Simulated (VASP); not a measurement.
Wanted: the native input for a VASP 6.6.1 run.

```yaml
Task: relaxation of cell and atoms
Functional: revPBE
Dispersion: D3(BJ)
Potentials_or_basis: VASP PAW PBE potentials, release 64 (S, Mg)
Cutoff: 600 eV
k_mesh: 9 × 9 × 9
Occupations: fermi-dirac, width 0.05 eV
Spin: no spin polarisation
Dipole_correction: no
Further_INCAR_settings: ALGO = Normal; EDIFF = 1e-06; IBRION = 2; EDIFFG = -0.01; NSW = 60; ISIF = 3
```

The structure of MgS (Niningerite) lies in POSCAR:

```
MgS
1.0
    0.0000000000      2.6016500000      2.6016500000
    2.6016500000      0.0000000000      2.6016500000
    2.6016500000      2.6016500000      0.0000000000
S Mg
1 1
Direct
    0.5000000000      0.5000000000      0.5000000000
    0.0000000000      0.0000000000      0.0000000000
```

The input as run:

INCAR

```
SYSTEM = MgS
ALGO = Normal ; EDIFF = 1E-6
EDIFFG = -0.01 ; ENCUT = 600
GGA = RE ; IBRION = 2
ISIF = 3 ; ISMEAR = -1
IVDW = 12 ; LASPH = .True.
LCHARG = .False. ; LREAL = .False.
LWAVE = .False. ; NELM = 80
NSW = 60 ; PREC = Accurate
SIGMA = 0.05
```

KPOINTS

```
k-points
0
Gamma
  9 9 9
  0 0 0
```

Potentials or basis: VASP PAW PBE potentials, release 64 (S, Mg).

Run with:

```console
$ cat potpaw_PBE.64/S/POTCAR potpaw_PBE.64/Mg/POTCAR > POTCAR
$ mpirun -np 1 vasp_std > vasp.out
```

It gave:

```
Relaxed volume                         : 16.71 Å³/atom
Relaxed cell                           : a = 3.616 Å, b = 3.616 Å, c = 3.616 Å, α = 60.00°, β = 60.00°, γ = 60.00°
Space group after relaxing (to 0.05 Å) : Fm-3m (No. 225)
Energy gained by relaxing              : 11.7 meV/atom
Ionic steps                            : 3
Pressure after relaxing                : 0.0 GPa
Band gap on the k mesh                 : 3.13 eV, indirect (least direct gap 4.26 eV)
Dispersion energy per atom             : -0.736 eV
```

Caveat: the PAW data sets were made with another functional, which shifts forces and pressure a little.

Wall time 14 s on 1 thread of AMD EPYC 9R45 96-Core Processor (Zen 5), on a shared host, peak memory 0.16 GiB.
